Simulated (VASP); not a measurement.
# AlIn2As3 (P3m1) in VASP: a series of runs

AlIn2As3 is run at these levels: PBE; tasks: single point, relaxation of cell and atoms.

Program: VASP 6.6.1. These are calculated values, not measurements. Logs are shortened: lines on timing, memory, paths and dates and some standing lists are left out, and cuts for length are marked.

### Step 1. The cell of the first run

Symmetry: P3m1, No. 156, trigonal system. Conventional cell: a = 4.024 Å, b = 4.024 Å, c = 9.857 Å, α = 90.00°, β = 90.00°, γ = 120.00°. Al (site symmetry 3m) has 4 As at 2.46 Å within 3.3 Å. Within 3.3 Å of In (site symmetry 3m) lie 4 As at 2.46 Å. In (site symmetry 3m) has 4 As at 2.46 Å within 3.3 Å. Within 3.3 Å of As (site symmetry 3m) lie 3 In at 2.46 Å and 1 Al at 2.46 Å. Within 3.3 Å of As (site symmetry 3m) lie 4 In at 2.46 Å. As (site symmetry 3m) has 3 Al at 2.46 Å and 1 In at 2.46 Å within 3.3 Å.

### Step 2. Single point, PBE

INCAR

```
SYSTEM = AlIn2As3
PREC = Accurate
ENCUT = 520
EDIFF = 1E-7
ISMEAR = 0
SIGMA = 0.1
LREAL = .False.
LASPH = .True.
NELM = 80
ALGO = Normal
ISIF = 2
LWAVE = .False.
LCHARG = .False.
GGA = PE
NBANDS = 31
```

KPOINTS

```
regular mesh
0
Gamma
  6 6 2
  0 0 0
```

POSCAR

```
AlIn2As3
1.0
    4.0242195100      0.0000000000      0.0000000000
   -2.0121097600      3.4850763300      0.0000000000
    0.0000000000      0.0000000000      9.8572844200
Al In As
1 2 3
Direct
    0.0000000000      0.0000000000      0.0000000000
    0.3333333300      0.6666666700      0.6666666700
    0.6666666700      0.3333333300      0.3333333300
    0.0000000000      0.0000000000      0.7500000000
    0.3333333300      0.6666666700      0.4166666700
    0.6666666700      0.3333333300      0.0833333300
```

Potentials or basis: VASP PAW PBE potentials, release 64 (Al, In_d, As).

Started as:

```sh
$ cat potpaw_PBE.64/Al/POTCAR potpaw_PBE.64/In_d/POTCAR potpaw_PBE.64/As/POTCAR > POTCAR
$ mpirun -np 1 vasp_std > vasp.out
```

OUTCAR:

```text
SYSTEM = AlIn2As3
   PREC = Accurate
   ENCUT = 520
   EDIFF = 1E-7
   ISMEAR = 0
   LREAL = .False.
   LASPH = .True.
   NELM = 80
   ISIF = 2
   GGA = PE

 ion  position               nearest neighbor table
   1  0.000  0.000  0.000-   6 2.46   6 2.46   4 2.46   6 2.46
   2  0.333  0.667  0.667-   4 2.46   4 2.46   5 2.46   4 2.46   3 4.02   3 4.02   3 4.02
   3  0.667  0.333  0.333-   5 2.46   6 2.46   5 2.46   5 2.46   2 4.02   2 4.02   2 4.02
   4  0.000  0.000  0.750-   2 2.46   2 2.46   1 2.46   2 2.46
   5  0.333  0.667  0.417-   3 2.46   2 2.46   3 2.46   3 2.46
   6  0.667  0.333  0.083-   1 2.46   1 2.46   3 2.46   1 2.46

  LATTYP: Found a hexagonal cell.
 ALAT       =     4.0242195100
 C/A-ratio  =     2.4494897447

  Lattice vectors:

 A1 = (   4.0242195100,   0.0000000000,   0.0000000000)
 A2 = (  -2.0121097600,   3.4850763300,   0.0000000000)
 A3 = (   0.0000000000,   0.0000000000,   9.8572844200)

Analysis of symmetry for initial positions (statically):
=====================================================================
 Subroutine PRICEL returns:
 Original cell was already a primitive cell.

 Routine SETGRP: Setting up the symmetry group for a
 hexagonal supercell.

 Subroutine GETGRP returns: Found  6 space group operations
 (whereof  6 operations were pure point group operations)
 out of a pool of 24 trial point group operations.

The static configuration has the point symmetry C_3v.

Analysis of symmetry for dynamics (positions and initial velocities):
=====================================================================
 Subroutine PRICEL returns:
 Original cell was already a primitive cell.

 Routine SETGRP: Setting up the symmetry group for a
 hexagonal supercell.

 Subroutine GETGRP returns: Found  6 space group operations
 (whereof  6 operations were pure point group operations)
 out of a pool of 24 trial point group operations.

The dynamic configuration has the point symmetry C_3v.

 Subroutine INISYM returns: Found  6 space group operations
 (whereof  6 operations are pure point group operations),
 and found     1 'primitive' translations

----------------------------------------------------------------------------------------

                                     Primitive cell

  volume of cell :     138.2456

  direct lattice vectors                    reciprocal lattice vectors
     4.024219510  0.000000000  0.000000000     0.248495391  0.143468881  0.000000000
    -2.012109760  3.485076330  0.000000000     0.000000000  0.286937761  0.000000000
     0.000000000  0.000000000  9.857284420     0.000000000  0.000000000  0.101447818

  length of vectors
     4.024219510  4.024219516  9.857284420     0.286937762  0.286937761  0.101447818

  position of ions in fractional coordinates (direct lattice)
     0.000000000  0.000000000  0.000000000
     0.333333330  0.666666670  0.666666670
     0.666666670  0.333333330  0.333333330
     0.000000000  0.000000000  0.750000000
     0.333333330  0.666666670  0.416666670
     0.666666670  0.333333330  0.083333330

  ion indices of the primitive-cell ions
   primitive index   ion index
                 1           1
                 2           2
                 3           3
                 4           4
                 5           5
                 6           6

----------------------------------------------------------------------------------------

 KPOINTS: regular mesh

Automatic generation of k-mesh.
 Grid dimensions read from file:
 generate k-points for:    6    6    2

 Generating k-lattice:

  Cartesian coordinates                     Fractional coordinates (reciprocal lattice)
     0.041415898  0.023911480  0.000000000     0.166666667  0.000000000  0.000000000
     0.000000000  0.047822960  0.000000000     0.000000000  0.166666667  0.000000000
     0.000000000  0.000000000  0.050723909     0.000000000  0.000000000  0.500000000

  Length of vectors
     0.047822960  0.047822960  0.050723909

  Shift w.r.t. Gamma in fractional coordinates (k-lattice)
     0.000000000  0.000000000  0.000000000

[... 53 lines left out ...]
      4      -9.0331      2.00000
      5      -8.9882      2.00000
      6      -8.9713      2.00000
[... 23 lines left out ...]
     30      10.5866      0.00000
     31      10.9172      0.00000

 k-point     3 :       0.3333    0.0000    0.0000
  band No.  band energies     occupation
      1      -9.3320      2.00000
      2      -9.1967      2.00000
      3      -9.0768      2.00000
      4      -8.9984      2.00000
      5      -8.9571      2.00000
      6      -8.9302      2.00000
[... 23 lines left out ...]
     30      11.4950      0.00000
     31      11.7154      0.00000

 k-point     4 :       0.5000    0.0000    0.0000
  band No.  band energies     occupation
      1      -9.3627      2.00000
      2      -9.2319      2.00000
      3      -9.0674      2.00000
      4      -8.9857      2.00000
      5      -8.9413      2.00000
      6      -8.9137      2.00000
[... 23 lines left out ...]
     30      11.7179      0.00000
     31      12.5407      0.00000

 k-point     5 :       0.1667    0.1667    0.0000
  band No.  band energies     occupation
      1      -9.3124      2.00000
      2      -9.1752      2.00000
      3      -9.0815      2.00000
      4      -9.0070      2.00000
      5      -8.9702      2.00000
      6      -8.9412      2.00000
[... 23 lines left out ...]
     30      10.6168      0.00000
     31      10.7908      0.00000
[... 202 lines left out ...]
     30      12.6960      0.00000
     31      13.3846      0.00000

 k-point    12 :       0.1667    0.1667    0.5000
  band No.  band energies     occupation
      1      -9.3121      2.00000
      2      -9.1779      2.00000
      3      -9.0790      2.00000
      4      -9.0071      2.00000
      5      -8.9703      2.00000
      6      -8.9412      2.00000
[... 23 lines left out ...]
     30      11.2636      0.00000
     31      11.7510      0.00000

 k-point    13 :       0.3333    0.1667    0.5000
  band No.  band energies     occupation
      1      -9.3507      2.00000
      2      -9.2211      2.00000
      3      -9.0676      2.00000
      4      -8.9906      2.00000
      5      -8.9453      2.00000
      6      -8.9250      2.00000
[... 23 lines left out ...]
     30      11.5124      0.00000
     31      11.8335      0.00000

 k-point    14 :       0.3333    0.3333    0.5000
  band No.  band energies     occupation
      1      -9.3535      2.00000
      2      -9.2261      2.00000
      3      -9.0629      2.00000
      4      -8.9890      2.00000
      5      -8.9357      2.00000
      6      -8.9327      2.00000
[... 23 lines left out ...]
     30      11.9071      0.00000
     31      11.9429      0.00000

------------------------ aborting loop because EDIFF is reached ----------------------------------------

  FORCE on cell =-STRESS in cart. coord.  units (eV):
  Direction    XX          YY          ZZ          XY          YZ          ZX
  --------------------------------------------------------------------------------------
  -------------------------------------------------------------------------------------
  Total       13.1617914     13.1617914     12.8722900     -0.0000000     -0.0000000      0.0000000
  in kB      152.5366977    152.5366981    149.1815627     -0.0000002     -0.0000000      0.0000000
  external PRESSURE =     151.4183195 kB  Pullay stress =       0.0000000 kB

 VOLUME and BASIS-vectors are now :
 -----------------------------------------------------------------------------
  energy-cutoff  :      520.00
  volume of cell :      138.25
      direct lattice vectors                 reciprocal lattice vectors
     4.024219510  0.000000000  0.000000000     0.248495391  0.143468881  0.000000000
    -2.012109760  3.485076330  0.000000000     0.000000000  0.286937761  0.000000000
     0.000000000  0.000000000  9.857284420     0.000000000  0.000000000  0.101447818

 POSITION                                       TOTAL-FORCE (eV/Angst)
 -----------------------------------------------------------------------------------
      0.00000      0.00000      0.00000         0.000000      0.000000     -0.145080
     -0.00000      2.32338      6.57152        -0.000000      0.000000      0.124385
      2.01211      1.16169      3.28576         0.000000     -0.000000     -0.002359
      0.00000      0.00000      7.39296         0.000000      0.000000      1.685818
     -0.00000      2.32338      4.10720        -0.000000      0.000000      0.016648
      2.01211      1.16169      0.82144        -0.000000      0.000000     -1.679413
 -----------------------------------------------------------------------------------
    total drift:                               -0.000001      0.000000      0.000084

  FREE ENERGIE OF THE ION-ELECTRON SYSTEM (eV)
  ---------------------------------------------------
  free  energy   TOTEN  =       -23.3775935105 eV

  energy  without entropy=      -23.3775935105  energy(sigma->0) =      -23.37759351
```

Run time: 1.7 min. Hardware: 1 thread of Intel Xeon 6975P-C (Granite Rapids), shared host; peak memory 0.27 GiB.

Results:

* Free energy: -23.3776 eV
* Pressure: 15.1 GPa
* Largest force: 1.686 eV/Å
* Band gap on the k mesh: 1.06 eV

Forces in eV/Å, atoms in the order of the input:
```
Al   0.000  0.000 -0.145
In   0.000  0.000  0.124
In   0.000  0.000 -0.002
As   0.000  0.000  1.686
As   0.000  0.000  0.017
As   0.000  0.000 -1.679
```

Stress tensor (GPa, compression positive):
```
15.25  0.00  0.00
 0.00 15.25  0.00
 0.00  0.00 14.92
```

Caveat: the cell stands under pressure; spin-orbit coupling is left out, which moves the levels of the heavy elements; forces of over 1 eV/Å act on the atoms, so gaps and moduli don't describe the material at rest. A k mesh can miss the band edges.

### Step 3. Single point, PBE

This run uses another cell than the first one, of 27.41 Å³/atom.

INCAR

```
SYSTEM = AlIn2As3
PREC = Accurate
ENCUT = 520
EDIFF = 1E-6
ISMEAR = 0
SIGMA = 0.1
LREAL = .FALSE.
LASPH = .TRUE.
NELM = 60
ALGO = Normal
ISIF = 2
LWAVE = .FALSE.
LCHARG = .FALSE.
GGA = PE
NBANDS = 31
```

KPOINTS

```
Automatic mesh
0
G
  6 6 2
  0 0 0
```

POSCAR

```
AlIn2As3
1.0
    4.2617773046      0.0000000031      0.0000000000
   -2.1308886550      3.6908074095      0.0000000000
    0.0000000000      0.0000000000     10.4573593268
Al In As
1 2 3
Direct
    0.0000000000      0.0000000000      0.0002005589
    0.3333333333      0.6666666667      0.6722687870
    0.6666666667      0.3333333333      0.3260544066
    0.0000000000      0.0000000000      0.7637713837
    0.3333333333      0.6666666667      0.4179270816
    0.6666666667      0.3333333333      0.0697777822
```

Potentials or basis: VASP PAW PBE potentials, release 64 (Al, In_d, As).

Started as:

```sh
$ cat potpaw_PBE.64/Al/POTCAR potpaw_PBE.64/In_d/POTCAR potpaw_PBE.64/As/POTCAR > POTCAR
$ mpirun -np 1 vasp_std > vasp.out
```

Run time: 89 s. Hardware: 1 thread of Intel Xeon 6975P-C (Granite Rapids), shared host; peak memory 0.3 GiB.

Results (log left out):

```yaml
Free_energy: -24.6463 eV
Pressure: 0.2 GPa
Largest_force: 0.014 eV/Å
```

Forces on the atoms (eV/Å):
```
Al   0.000  0.000  0.007
In   0.000  0.000  0.009
In   0.000  0.000  0.010
As   0.000  0.000 -0.005
As   0.000  0.000 -0.007
As   0.000  0.000 -0.014
```

Levels at points of the mesh, in eV from the Fermi level:
```csv
k point,band 18,band 19,band 20,band 21,band 22,band 23,band 24,band 25,band 26,band 27
"(0.00, 0.00, 0.00)",-0.62,-0.62,-0.27,-0.04,-0.04,-0.02,1.06,1.41,3.68,3.68
"(0.50, 0.00, 0.00)",-2.37,-2.24,-2.19,-1.47,-1.27,1.33,1.88,2.22,2.28,4.09
"(0.00, 0.00, 0.50)",-1.25,-0.46,-0.46,-0.20,-0.20,0.90,1.33,1.50,3.84,3.84
"(0.50, 0.00, 0.50)",-2.75,-2.26,-1.84,-1.06,-0.97,0.96,1.62,2.22,3.11,3.21
```

Caveat: spin-orbit coupling is left out, which moves the levels of the heavy elements.

### Step 4. Relaxation of cell and atoms, PBE

INCAR

```
PREC = Accurate
ENCUT = 600
EDIFF = 1E-7
ISMEAR = 0
SIGMA = 0.1
LREAL = False
LASPH = True
NELM = 80
ALGO = Normal
ISIF = 3
LWAVE = False
LCHARG = False
GGA = PE
IBRION = 2
NSW = 90
EDIFFG = -0.04
```

KPOINTS

```
regular mesh
0
Gamma
  6 6 2
```

POSCAR

```
AlIn2As3
1.0
    4.0242195100      0.0000000000      0.0000000000
   -2.0121097600      3.4850763300      0.0000000000
    0.0000000000      0.0000000000      9.8572844200
Al In As
1 2 3
Direct
    0.0000000000      0.0000000000      0.0000000000
    0.3333333300      0.6666666700      0.6666666700
    0.6666666700      0.3333333300      0.3333333300
    0.0000000000      0.0000000000      0.7500000000
    0.3333333300      0.6666666700      0.4166666700
    0.6666666700      0.3333333300      0.0833333300
```

Started as:

```sh
$ cat potpaw_PBE.64/Al/POTCAR potpaw_PBE.64/In_d/POTCAR potpaw_PBE.64/As/POTCAR > POTCAR
$ mpirun -np 1 vasp_std > vasp.out
```

Run time: 9 min. Hardware: 1 thread of Intel Xeon 6975P-C (Granite Rapids), shared host; peak memory 0.31 GiB.

Results (log left out):

```
Free energy                           : -24.6436 eV
Relaxed volume                        : 27.49 Å³/atom
Relaxed cell                          : a = 4.268 Å, b = 4.268 Å, c = 10.456 Å, α = 90.00°, β = 90.00°, γ = 120.00°
Space group after relaxing (to 0.1 Å) : P3m1 (No. 156)
Energy gained by relaxing             : 211.0 meV/atom
Ionic steps                           : 9
Pressure after relaxing               : 0.0 GPa
Largest force after relaxing          : 0.024 eV/Å
```

Forces in eV/Å, atoms in the order of the input:
```
Al   0.000  0.000 -0.012
In   0.000  0.000  0.003
In   0.000  0.000  0.024
As   0.000  0.000  0.011
As   0.000  0.000 -0.016
As   0.000  0.000 -0.010
```

Stress tensor (GPa, compression positive):
```
-0.02  0.00  0.00
 0.00 -0.02  0.00
 0.00  0.00  0.07
```

Step by step:
```
step  energy change (eV)  largest force (eV/Å)  pressure (GPa)  volume (Å³)
   1              0.0000                1.6858           15.16       138.25
   2             -0.8655                0.3027           -4.87       186.62
   3             -1.1984                0.5833           -0.28       166.53
   4             -1.2282                0.3701           -0.15       165.89
   5             -1.2555                0.2713            0.26       164.29
   6             -1.2560                0.2445            0.20       164.49
   7             -1.2646                0.1319           -0.09       165.27
   8             -1.2646                0.1299           -0.09       165.29
   9             -1.2658                0.0239            0.01       164.95
```

Final structure:
```
Al In As
1.0
     4.26798    0.00000    0.00000
    -2.13399    3.69618    0.00000
     0.00000    0.00000   10.45607
Al In As
1 2 3
Direct
  0.00000 0.00000 0.00035
  0.33333 0.66667 0.67245
  0.66667 0.33333 0.32602
  0.00000 0.00000 0.76361
  0.33333 0.66667 0.41792
  0.66667 0.33333 0.06964
```

Levels at points of the mesh, in eV from the Fermi level:
| k point | band 18 | band 19 | band 20 | band 21 | band 22 | band 23 | band 24 | band 25 | band 26 |
| --- | --- | --- | --- | --- | --- | --- | --- | --- | --- |
| (0.00, 0.00, 0.00) | -0.62 | -0.62 | -0.25 | -0.03 | -0.03 | -0.02 | 1.05 | 1.40 | 3.68 |
| (0.50, 0.00, 0.00) | -2.36 | -2.22 | -2.17 | -1.46 | -1.26 | 1.34 | 1.89 | 2.22 | 2.28 |
| (0.00, 0.00, 0.50) | -1.25 | -0.45 | -0.45 | -0.20 | -0.20 | 0.89 | 1.32 | 1.49 | 3.84 |
| (0.50, 0.00, 0.50) | -2.73 | -2.25 | -1.83 | -1.05 | -0.96 | 0.96 | 1.62 | 2.22 | 3.12 |

Caveat: the volume moved by over 15 % at a fixed basis, so the end points are rough; spin-orbit coupling is left out, which moves the levels of the heavy elements.

### Step 5. Single point, PBE

This run uses another cell than the first one, of 27.44 Å³/atom.

INCAR

```
PREC     = Accurate       # precision mode
ENCUT    = 520            # plane-wave cutoff, eV
EDIFF    = 1E-6           # SCF threshold, eV
ISMEAR   = 0              # smearing method
SIGMA    = 0.1            # smearing width, eV
LREAL    = False          # projectors in reciprocal space
LASPH    = True           # aspherical terms in the spheres
NELM     = 100            # most SCF steps
ALGO     = Normal         # electronic algorithm
ISIF     = 2              # what is computed and relaxed
LWAVE    = False          # write WAVECAR
LCHARG   = False          # write CHGCAR
GGA      = PE             # functional
NBANDS   = 31             # bands
```

KPOINTS

```
Automatic mesh
0
Gamma
  12 12 4
```

POSCAR

```
AlIn2As3
1.0
    4.2628177080      0.0000000000      0.0000000000
   -2.1314088540      3.6917084269      0.0000000000
    0.0000000000      0.0000000000     10.4625209463
Al In As
1 2 3
Direct
    0.0000000000      0.0000000000      0.0001292463
    0.3333333333      0.6666666667      0.6723625249
    0.6666666667      0.3333333333      0.3262490940
    0.0000000000      0.0000000000      0.7637036380
    0.3333333333      0.6666666667      0.4178497008
    0.6666666667      0.3333333333      0.0697057961
```

Started as:

```sh
$ cat potpaw_PBE.64/Al/POTCAR potpaw_PBE.64/In_d/POTCAR potpaw_PBE.64/As/POTCAR > POTCAR
$ mpirun -np 1 vasp_std > vasp.out
```

Run time: 6.3 min. Hardware: 1 thread of Intel Xeon 6975P-C (Granite Rapids), shared host; peak memory 0.48 GiB.

Results (log left out):

```
Free energy   : -24.6757 eV
Pressure      : 0.1 GPa
Largest force : 0.007 eV/Å
```

Forces in eV/Å, atoms in the order of the input:
```
Al   0.000  0.000  0.005
In   0.000  0.000  0.000
In   0.000  0.000 -0.001
As   0.000  0.000 -0.007
As   0.000  0.000  0.000
As   0.000  0.000  0.003
```

Levels at points of the mesh, in eV from the Fermi level:
| k point | band 19 | band 20 | band 21 | band 22 | band 23 | band 24 | band 25 | band 26 |
| --- | --- | --- | --- | --- | --- | --- | --- | --- |
| (0.00, 0.00, 0.00) | -0.64 | -0.29 | -0.06 | -0.06 | -0.04 | 1.04 | 1.39 | 3.66 |
| (0.50, 0.00, 0.00) | -2.26 | -2.20 | -1.49 | -1.29 | 1.31 | 1.86 | 2.19 | 2.25 |
| (0.00, 0.00, 0.50) | -0.48 | -0.48 | -0.22 | -0.22 | 0.88 | 1.30 | 1.48 | 3.82 |
| (0.50, 0.00, 0.50) | -2.28 | -1.86 | -1.08 | -0.99 | 0.93 | 1.60 | 2.20 | 3.08 |

Caveat: spin-orbit coupling is left out, which moves the levels of the heavy elements.

### Step 6. The runs side by side

```csv
task,cell,k mesh,cutoff (eV),pressure (GPa),largest force (eV/Å)
single point,"a = 4.024, b = 4.024, c = 9.857 Å, angles 90.0, 90.0, 120.0°, 6 atoms, atomic positions A",6 × 6 × 2,520,15.1,1.69
single point,"a = 4.262, b = 4.262, c = 10.457 Å, angles 90.0, 90.0, 120.0°, 6 atoms, atomic positions B",6 × 6 × 2,520,0.2,0.01
relaxation of cell and atoms,"relaxed from a = 4.024, b = 4.024, c = 9.857 Å, angles 90.0, 90.0, 120.0°, 6 atoms, atomic positions A",6 × 6 × 2,600,0.0,0.02
single point,"a = 4.263, b = 4.263, c = 10.463 Å, angles 90.0, 90.0, 120.0°, 6 atoms, atomic positions B",12 × 12 × 4,520,0.1,0.01
```

Alike in all rows: level PBE; potentials or basis VASP PAW PBE potentials, release 64 (Al, In_d, As); no spin polarisation; smearing gaussian 0.1 eV.

Caveats: spin-orbit coupling is left out, which moves the levels of the heavy elements; the cell stands under pressure (at least some runs); forces of over 1 eV/Å act on the atoms, so gaps and moduli don't describe the material at rest (at least some runs); the volume moved by over 15 % at a fixed basis, so the end points are rough (at least some runs).

Total energies depend on the potentials used, so only differences within one code and one set of settings carry meaning.
